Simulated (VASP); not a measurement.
# ScAl3 (Pm-3m) in VASP: notebook

The runs below take ScAl3 through single point, with PBE.

Everything below comes from runs of VASP 6.6.1. Logs are shortened: lines on timing, memory, paths and dates and some standing lists are left out, and cuts for length are marked.

### 1 The cell of the first run

The structure is cubic, space group Pm-3m (No. 221). Conventional cell: a = 4.076 Å, b = 4.076 Å, c = 4.076 Å, α = 90.00°, β = 90.00°, γ = 90.00°. Within 3.8 Å of Sc (site symmetry m-3m) lie 12 Al at 2.88 Å. Within 3.8 Å of Al (site symmetry 4/mmm) lie 4 Sc at 2.88 Å and 8 Al at 2.88 Å.

### 2 Single point, PBE

The input, INCAR:

```
PREC = Accurate
ENCUT = 520
EDIFF = 1E-6
ISMEAR = -1
SIGMA = 0.1
LREAL = F
LASPH = T
NELM = 100
ALGO = Normal
ISIF = 2
LWAVE = F
LCHARG = F
GGA = PE
NBANDS = 18
```

The input, KPOINTS:

```
regular mesh
0
Gamma
  7 7 7
```

The input, POSCAR:

```
ScAl3
1.0
    4.0757812408      0.0000000000      0.0000000000
    0.0000000000      4.0757812408      0.0000000000
    0.0000000000      0.0000000000      4.0757812408
Sc Al
1 3
Direct
    0.0000000000      0.0000000000      0.0000000000
    0.5000000000      0.0000000000      0.5000000000
    0.0000000000      0.5000000000      0.5000000000
    0.5000000000      0.5000000000      0.0000000000
```

Potentials or basis: VASP PAW PBE potentials, release 64 (Sc_sv, Al).

Command:

```
cat potpaw_PBE.64/Sc_sv/POTCAR potpaw_PBE.64/Al/POTCAR > POTCAR
mpirun -np 1 vasp_std > vasp.out
```

OUTCAR:

```text
PREC = Accurate
   ENCUT = 520
   EDIFF = 1E-6
   ISMEAR = -1
   LREAL = F
   LASPH = T
   NELM = 100
   ISIF = 2
   GGA = PE

 ion  position               nearest neighbor table
   1  0.000  0.000  0.000-   2 2.88   3 2.88   4 2.88   2 2.88   3 2.88   3 2.88   4 2.88   3 2.88
                             2 2.88   4 2.88   2 2.88   4 2.88
   2  0.500  0.000  0.500-   1 2.88   3 2.88   4 2.88   1 2.88   4 2.88   3 2.88   4 2.88   4 2.88
                             1 2.88   3 2.88   1 2.88   3 2.88
   3  0.000  0.500  0.500-   1 2.88   2 2.88   4 2.88   1 2.88   4 2.88   1 2.88   2 2.88   1 2.88
                             2 2.88   4 2.88   4 2.88   2 2.88
   4  0.500  0.500  0.000-   1 2.88   2 2.88   3 2.88   2 2.88   3 2.88   1 2.88   2 2.88   2 2.88
                             1 2.88   3 2.88   3 2.88   1 2.88

  LATTYP: Found a simple cubic cell.
 ALAT       =     4.0757812408

  Lattice vectors:

 A1 = (   4.0757812408,   0.0000000000,   0.0000000000)
 A2 = (   0.0000000000,   4.0757812408,   0.0000000000)
 A3 = (   0.0000000000,   0.0000000000,   4.0757812408)

Analysis of symmetry for initial positions (statically):
=====================================================================
 Subroutine PRICEL returns:
 Original cell was already a primitive cell.

 Routine SETGRP: Setting up the symmetry group for a
 simple cubic supercell.

 Subroutine GETGRP returns: Found 48 space group operations
 (whereof 48 operations were pure point group operations)
 out of a pool of 48 trial point group operations.

The static configuration has the point symmetry O_h .

Analysis of symmetry for dynamics (positions and initial velocities):
=====================================================================
 Subroutine PRICEL returns:
 Original cell was already a primitive cell.

 Routine SETGRP: Setting up the symmetry group for a
 simple cubic supercell.

 Subroutine GETGRP returns: Found 48 space group operations
 (whereof 48 operations were pure point group operations)
 out of a pool of 48 trial point group operations.

The dynamic configuration has the point symmetry O_h .

 Subroutine INISYM returns: Found 48 space group operations
 (whereof 48 operations are pure point group operations),
 and found     1 'primitive' translations

----------------------------------------------------------------------------------------

                                     Primitive cell

  volume of cell :      67.7068

  direct lattice vectors                    reciprocal lattice vectors
     4.075781241  0.000000000  0.000000000     0.245351735  0.000000000  0.000000000
     0.000000000  4.075781241  0.000000000     0.000000000  0.245351735  0.000000000
     0.000000000  0.000000000  4.075781241     0.000000000  0.000000000  0.245351735

  length of vectors
     4.075781241  4.075781241  4.075781241     0.245351735  0.245351735  0.245351735

  position of ions in fractional coordinates (direct lattice)
     0.000000000  0.000000000  0.000000000
     0.500000000  0.000000000  0.500000000
     0.000000000  0.500000000  0.500000000
     0.500000000  0.500000000  0.000000000

  ion indices of the primitive-cell ions
   primitive index   ion index
                 1           1
                 2           2
                 3           3
                 4           4

----------------------------------------------------------------------------------------

 KPOINTS: regular mesh

Automatic generation of k-mesh.
 Grid dimensions read from file:
 generate k-points for:    7    7    7

 Generating k-lattice:

  Cartesian coordinates                     Fractional coordinates (reciprocal lattice)
     0.035050248  0.000000000  0.000000000     0.142857143  0.000000000  0.000000000
     0.000000000  0.035050248  0.000000000     0.000000000  0.142857143  0.000000000
     0.000000000  0.000000000  0.035050248     0.000000000  0.000000000  0.142857143

  Length of vectors
     0.035050248  0.035050248  0.035050248

  Shift w.r.t. Gamma in fractional coordinates (k-lattice)
     0.000000000  0.000000000  0.000000000

 Subroutine IBZKPT returns following result:
 ===========================================

 Found     20 irreducible k-points:

 Following reciprocal coordinates:
            Coordinates               Weight
  0.000000  0.000000  0.000000      1.000000
  0.142857  0.000000  0.000000      6.000000
  0.285714  0.000000  0.000000      6.000000
  0.428571  0.000000  0.000000      6.000000
  0.142857  0.142857  0.000000     12.000000
  0.285714  0.142857  0.000000     24.000000
[... 12 lines left out ...]
  0.428571  0.428571  0.285714     24.000000
  0.428571  0.428571  0.428571      8.000000
   k-points           NKPTS =     20   k-points in BZ     NKDIM =     20   number of bands    NBANDS=     18
   number of dos      NEDOS =    301   number of ions     NIONS =      4
   total plane-waves  NPLWV =  27000
   dimension x,y,z NGX =    30 NGY =   30 NGZ =   30
   dimension x,y,z NGXF=    60 NGYF=   60 NGZF=   60
   ions per type =               1   3
   NGX,Y,Z   is equivalent  to a cutoff of  12.24, 12.24, 12.24 a.u.
   NGXF,Y,Z  is equivalent  to a cutoff of  24.47, 24.47, 24.47 a.u.
 SYSTEM =  unknown system
   PREC   = accura    normal or accurate (medium, high low for compatibility)
   ISTART =      0    job   : 0-new  1-cont  2-samecut
   ICHARG =      2    charge: 1-file 2-atom 10-const
   ISPIN  =      1    spin polarized calculation?
   LNONCOLLINEAR =      F non collinear calculations
   LSORBIT =      F    spin-orbit coupling
   LASPH  =      T    aspherical Exc in radial PAW
   ENCUT  =  520.0 eV  38.22 Ry    6.18 a.u.   7.58  7.58  7.58*2*pi/ulx,y,z
   NELM   =    100;   NELMIN=  2; NELMDL= -5     # of ELM steps
   EDIFF  = 0.1E-05   stopping-criterion for ELM
   LREAL  =      F    real-space projection
   EDIFFG = 0.1E-04   stopping-criterion for IOM
   NSW    =      0    number of steps for IOM
   IBRION =     -1    ionic relax: 0-MD 1-quasi-New 2-CG
   NFREE  =      0    steps in history (QN), initial steepest desc. (CG)
   ISIF   =      2    stress and relaxation
   ISYM   =      2    0-nonsym 1-usesym 2-fastsym
   POTIM  = 0.5000    time-step for ionic-motion
   TEBEG  =    0.0;   TEEND  =   0.0 temperature during run
   PSTRESS=    0.0 pullay stress
   NELECT =      20.0000    total number of electrons
   NUPDOWN=      -1.0000    fix difference up-down
   EMIN   =  10.00;   EMAX   =-10.00  energy-range for DOS
   EFERMI =   0.00;   METHOD = LEGACY
   ISMEAR =    -1;   SIGMA  =   0.10  broadening in eV -4-tet -1-fermi 0-gaus
   EFERMI_NEDOS =   21; number of points for ismear=-14 and -15
   IALGO  =     38    algorithm
   IMIX   =      4    mixing-type and parameters
     AMIX     =   0.40;   BMIX     =  1.00
     AMIX_MAG =   1.60;   BMIX_MAG =  1.00
  volume/ion in A,a.u.               =      16.93       114.23
  Fermi-wavevector in a.u.,A,eV,Ry     =   1.090286  2.060343 16.173580  1.188725
  Thomas-Fermi vector in A             =   2.226508
   LORBIT       =      0    0 simple, 1 ext, 2 COOP (PROOUT), +10 PAW based schemes
   GGA     = PE    functional components
   LHFCALC =     F    Hartree Fock is set to
   AEXX    =    0.0000 exact exchange contribution
   IVDW    =     0    specifies the selected vdW correction
   LEPSILON=     F    determine dielectric tensor
   LRPA    =     F    only Hartree local field effects (RPA)
 non-spin polarized calculation
  energy-cutoff  :      520.00
  volume of cell :       67.71
 maximum number of plane-waves:      1841
   NGX = 15   NGY = 15   NGZ = 15

 number of electron      19.9999997 magnetization

 Free energy of the ion-electron system (eV)
  ---------------------------------------------------
  ext. energy  EPLUGINS =         0.00000000
  ---------------------------------------------------
  free energy    TOTEN  =       -19.31303731 eV

  energy without entropy =      -19.27028940  energy(sigma->0) =      -19.29166336

 E-fermi :   7.2997     XC(G=0): -10.4511

 val. band max:        7.2761078538   @ k =   0.2857   0.0000   0.0000
 cond. band min:       7.3598787327   @ k =   0.2857   0.2857   0.0000
 fundamental gap:      0.0837708789
 Fermi energy:         7.2996516949

 k-point     1 :       0.0000    0.0000    0.0000
  band No.  band energies     occupation
      1     -41.6024      2.00000
      2     -20.3088      2.00000
      3     -20.3088      2.00000
      4     -20.3088      2.00000
      5      -2.7219      2.00000
      6       4.7183      2.00000
[... 10 lines left out ...]
     17      12.6932      0.00000
     18      12.6932      0.00000

 k-point     2 :       0.1429    0.0000    0.0000
  band No.  band energies     occupation
      1     -41.6021      2.00000
      2     -20.3152      2.00000
      3     -20.3083      2.00000
      4     -20.3083      2.00000
      5      -2.5327      2.00000
      6       3.4538      2.00000
[... 10 lines left out ...]
     17      12.7732      0.00000
     18      12.7732      0.00000

 k-point     3 :       0.2857    0.0000    0.0000
  band No.  band energies     occupation
      1     -41.6015      2.00000
      2     -20.3294      2.00000
      3     -20.3072      2.00000
      4     -20.3072      2.00000
      5      -1.9783      2.00000
      6       1.7989      2.00000
[... 10 lines left out ...]
     17      12.1572      0.00000
     18      13.3699      0.00000

 k-point     4 :       0.4286    0.0000    0.0000
  band No.  band energies     occupation
      1     -41.6011      2.00000
      2     -20.3408      2.00000
      3     -20.3063      2.00000
      4     -20.3063      2.00000
      5      -1.1321      2.00000
      6       0.3644      2.00000
[... 10 lines left out ...]
     17      11.5092      0.00000
     18      12.6872      0.00000

 k-point     5 :       0.1429    0.1429    0.0000
  band No.  band energies     occupation
      1     -41.6019      2.00000
      2     -20.3150      2.00000
      3     -20.3143      2.00000
      4     -20.3078      2.00000
      5      -2.3460      2.00000
      6       3.4425      2.00000
[... 10 lines left out ...]
     17      12.9024      0.00000
     18      13.0125      0.00000

 k-point     6 :       0.2857    0.1429    0.0000
  band No.  band energies     occupation
      1     -41.6013      2.00000
      2     -20.3287      2.00000
      3     -20.3133      2.00000
      4     -20.3067      2.00000
      5      -1.7989      2.00000
      6       1.9539      2.00000
[... 10 lines left out ...]
     17      11.8783      0.00000
     18      13.3114      0.00000

 k-point     7 :       0.4286    0.1429    0.0000
  band No.  band energies     occupation
      1     -41.6008      2.00000
      2     -20.3400      2.00000
      3     -20.3123      2.00000
      4     -20.3058      2.00000
      5      -0.9689      2.00000
      6       0.5411      2.00000
[... 10 lines left out ...]
     17      11.7735      0.00000
     18      13.1533      0.00000

 k-point     8 :       0.2857    0.2857    0.0000
  band No.  band energies     occupation
      1     -41.6007      2.00000
      2     -20.3276      2.00000
      3     -20.3265      2.00000
      4     -20.3056      2.00000
      5      -1.2751      2.00000
      6       2.3380      2.00000
[... 10 lines left out ...]
     17      11.9355      0.00000
     18      13.2070      0.00000
[... 145 lines left out ...]
     17      12.4530      0.00000
     18      13.1232      0.00000

 k-point    16 :       0.4286    0.4286    0.1429
  band No.  band energies     occupation
      1     -41.5996      2.00000
      2     -20.3357      2.00000
      3     -20.3355      2.00000
      4     -20.3095      2.00000
      5       0.3550      2.00000
      6       1.8835      2.00000
[... 10 lines left out ...]
     17      11.7366      0.00000
     18      13.3710      0.00000

 k-point    17 :       0.2857    0.2857    0.2857
  band No.  band energies     occupation
      1     -41.6000      2.00000
      2     -20.3257      2.00000
      3     -20.3242      2.00000
      4     -20.3242      2.00000
      5      -0.6036      2.00000
      6       2.7838      2.00000
[... 10 lines left out ...]
     17      12.9727      0.00000
     18      13.4014      0.00000

 k-point    18 :       0.4286    0.2857    0.2857
  band No.  band energies     occupation
      1     -41.5995      2.00000
      2     -20.3353      2.00000
      3     -20.3239      2.00000
      4     -20.3229      2.00000
      5       0.1353      2.00000
      6       1.6597      2.00000
[... 10 lines left out ...]
     17      12.3812      0.00000
     18      13.5754      0.00000

 k-point    19 :       0.4286    0.4286    0.2857
  band No.  band energies     occupation
      1     -41.5991      2.00000
      2     -20.3338      2.00000
      3     -20.3336      2.00000
      4     -20.3221      2.00000
      5       0.8319      2.00000
      6       2.1868      2.00000
[... 10 lines left out ...]
     17      11.6169      0.00000
     18      14.6289      0.00000

 k-point    20 :       0.4286    0.4286    0.4286
  band No.  band energies     occupation
      1     -41.5987      2.00000
      2     -20.3324      2.00000
      3     -20.3322      2.00000
      4     -20.3322      2.00000
      5       1.5585      2.00000
      6       2.5523      2.00000
[... 10 lines left out ...]
     17      11.4738      0.00000
     18      16.7651      0.00000

------------------------ aborting loop because EDIFF is reached ----------------------------------------

  FORCE on cell =-STRESS in cart. coord.  units (eV):
  Direction    XX          YY          ZZ          XY          YZ          ZX
  --------------------------------------------------------------------------------------
  -------------------------------------------------------------------------------------
  Total        0.8502705      0.8502705      0.8502705      0.0000000     -0.0000000     -0.0000000
  in kB       20.1203296     20.1203296     20.1203296      0.0000000     -0.0000000     -0.0000000
  external PRESSURE =      20.1203296 kB  Pullay stress =       0.0000000 kB

 VOLUME and BASIS-vectors are now :
 -----------------------------------------------------------------------------
  energy-cutoff  :      520.00
  volume of cell :       67.71
      direct lattice vectors                 reciprocal lattice vectors
     4.075781241  0.000000000  0.000000000     0.245351735  0.000000000  0.000000000
     0.000000000  4.075781241  0.000000000     0.000000000  0.245351735  0.000000000
     0.000000000  0.000000000  4.075781241     0.000000000  0.000000000  0.245351735

 POSITION                                       TOTAL-FORCE (eV/Angst)
 -----------------------------------------------------------------------------------
      0.00000      0.00000      0.00000         0.000000      0.000000      0.000000
      2.03789      0.00000      2.03789         0.000000      0.000000      0.000000
      0.00000      2.03789      2.03789         0.000000      0.000000      0.000000
      2.03789      2.03789      0.00000         0.000000      0.000000      0.000000
 -----------------------------------------------------------------------------------
    total drift:                                0.000000     -0.000000      0.000000

  FREE ENERGIE OF THE ION-ELECTRON SYSTEM (eV)
  ---------------------------------------------------
  free  energy   TOTEN  =       -19.3130373073 eV

  energy  without entropy=      -19.2702894045  energy(sigma->0) =      -19.29166336
```

It took 33 s on 1 thread of Intel Xeon 8259CL, shared host; peak memory 0.17 GiB.

Results:

```
Free energy            : -19.3130 eV
Pressure               : 2.0 GPa
Band gap on the k mesh : zero (bands 10 and 11 overlap by 3.70 eV)
```

### 3 Single point, PBE

This run uses another cell than the first one, of 17.31 Å³/atom.

The input, INCAR:

```
PREC = Accurate ; ENCUT = 520
EDIFF = 1E-6 ; ISMEAR = -1
SIGMA = 0.1 ; LREAL = F
LASPH = T ; NELM = 60
ALGO = Normal ; ISIF = 2
LWAVE = F ; LCHARG = T
GGA = PE ; LELF = T
LVHAR = T ; NBANDS = 18
```

KPOINTS is that of step 2.

The input, POSCAR:

```
ScAl3
1.0
    4.1059282504      0.0000000000      0.0000000000
    0.0000000000      4.1059282504      0.0000000000
    0.0000000000      0.0000000000      4.1059282504
Sc Al
1 3
Direct
    0.0000000000      0.0000000000      0.0000000000
    0.5000000000      0.0000000000      0.5000000000
    0.0000000000      0.5000000000      0.5000000000
    0.5000000000      0.5000000000      0.0000000000
```

Potentials or basis: VASP PAW PBE potentials, release 64 (Sc_sv, Al).

Command:

```
cat potpaw_PBE.64/Sc_sv/POTCAR potpaw_PBE.64/Al/POTCAR > POTCAR
mpirun -np 1 vasp_std > vasp.out
```

Wall time 41 s (1 thread of Intel Xeon 8259CL, shared host); peak memory 0.18 GiB.

Results (log left out):

```yaml
Free_energy: -19.3228 eV
Pressure: 0.0 GPa
Band_gap_on_the_k_mesh: zero (bands 10 and 11 overlap by 3.62 eV)
```

Levels at points of the mesh, in eV from the Fermi level:
```csv
k point,band 7,band 8,band 9,band 10,band 11,band 12,band 13,band 14
"(0.00, 0.00, 0.00)",-2.56,-1.75,-1.75,-1.75,1.32,1.34,1.34,1.34
```

### 4 Single point, PBE

This run uses another cell than the first one, of 17.73 Å³/atom.

The input, INCAR:

```
PREC = Accurate
ENCUT = 520
EDIFF = 1E-6
ISMEAR = -1
SIGMA = 0.1
LREAL = False
LASPH = True
NELM = 80
ALGO = Normal
ISIF = 2
LWAVE = False
LCHARG = True
GGA = PE
LELF = True
LVHAR = True
NBANDS = 18
```

The input, KPOINTS:

```
Automatic mesh
0
Gamma
  7 7 7
```

The input, POSCAR:

```
ScAl3
1.0
    4.1389094849      0.0000000000      0.0000000000
    0.0000000000      4.1389094849      0.0000000000
    0.0000000000      0.0000000000      4.1389094849
Sc Al
1 3
Direct
    0.0000000000      0.0000000000      0.0000000000
    0.5000000000      0.0000000000      0.5000000000
    0.0000000000      0.5000000000      0.5000000000
    0.5000000000      0.5000000000      0.0000000000
```

Command:

```
cat potpaw_PBE.64/Sc_sv/POTCAR potpaw_PBE.64/Al/POTCAR > POTCAR
mpirun -np 1 vasp_std > vasp.out
```

Wall time 39 s (1 thread of Intel Xeon 8259CL, shared host); peak memory 0.18 GiB.

Results (log left out):

```
Free energy            : -19.3128 eV
Pressure               : -2.0 GPa
Band gap on the k mesh : zero (bands 10 and 11 overlap by 3.47 eV)
```

Levels at points of the mesh, in eV from the Fermi level:
```
           k point  band 8  band 9  band 10  band 11  band 12  band 13
(0.00, 0.00, 0.00)   -1.74   -1.74    -1.74     1.32     1.32     1.32
```

### 5 Summary

| cell | gap on the mesh (eV) | pressure (GPa) |
| --- | --- | --- |
| a = 4.076 Å, 4 atoms | none | 2.0 |
| a = 4.106 Å, 4 atoms | none | 0.0 |
| a = 4.139 Å, 4 atoms | none | -2.0 |

Alike in all rows: task single point; level PBE; potentials or basis VASP PAW PBE potentials, release 64 (Sc_sv, Al); no spin polarisation; k mesh 7 × 7 × 7; cutoff (eV) 520; smearing fermi-dirac 0.1 eV.

Absolute energies hang on the potentials; compare differences alone.
